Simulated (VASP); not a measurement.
Set up this calculation in VASP 6.6.1, as the native input.

```
Task                   : relaxation of cell and atoms
Functional             : PBEsol
Potentials or basis    : VASP PAW PBE potentials, release 64 (Mg)
Cutoff                 : 600 eV
k mesh                 : 27 × 27 × 14
Occupations            : gaussian, width 0.1 eV
Spin                   : no spin polarisation
Target pressure        : 30 GPa
Dipole correction      : no
Further INCAR settings : ALGO = Fast; EDIFF = 1e-07; IBRION = 2; EDIFFG = -0.004; NSW = 70; ISIF = 3
```

The structure of Mg lies in POSCAR:

```
Mg
1.0
    2.7950831509      0.0000000000      0.0000000000
   -1.3975415754      2.4206130144      0.0000000000
    0.0000000000      0.0000000000      4.5411701751
Mg
2
Direct
    0.3333333333      0.6666666667      0.2500000000
    0.6666666667      0.3333333333      0.7500000000
```

One way to write it, as run:

INCAR

```
PREC = Accurate
ENCUT = 600
EDIFF = 1E-7
ISMEAR = 0
SIGMA = 0.1
LREAL = False
LASPH = True
NELM = 100
ALGO = Fast
ISIF = 3
LWAVE = False
LCHARG = False
GGA = PS
IBRION = 2
NSW = 70
EDIFFG = -0.004
PSTRESS = 300.0
```

KPOINTS

```
Automatic mesh
0
Gamma
  27 27 14
```

Potentials or basis: VASP PAW PBE potentials, release 64 (Mg).

Run with:

```console
$ cat potpaw_PBE.64/Mg/POTCAR > POTCAR
$ mpirun -np 1 vasp_std > vasp.out
```

It gave:

```json
{
 "Relaxed volume": "15.42 Å³/atom",
 "Relaxed cell": "a = 2.799 Å, b = 2.799 Å, c = 4.547 Å, α = 90.00°, β = 90.00°, γ = 120.00°",
 "Space group after relaxing (to 0.1 Å)": "P6_3/mmc (No. 194)",
 "Energy change on relaxing (the run minimises the enthalpy)": "-11.1 meV/atom",
 "Ionic steps": "3",
 "Pressure after relaxing": "30.0 GPa",
 "Band gap on the k mesh": "zero (bands 2 and 3 overlap by 2.32 eV)"
}
```

Caveat: the cell is relaxed towards a set pressure, so the run minimises the enthalpy, not the energy; the PAW data sets were made with another functional, which shifts forces and pressure a little.

Run time: 2 min on 1 thread of AMD EPYC 7R13 Processor (Zen 3), with other jobs on the host, peak memory 0.26 GiB.
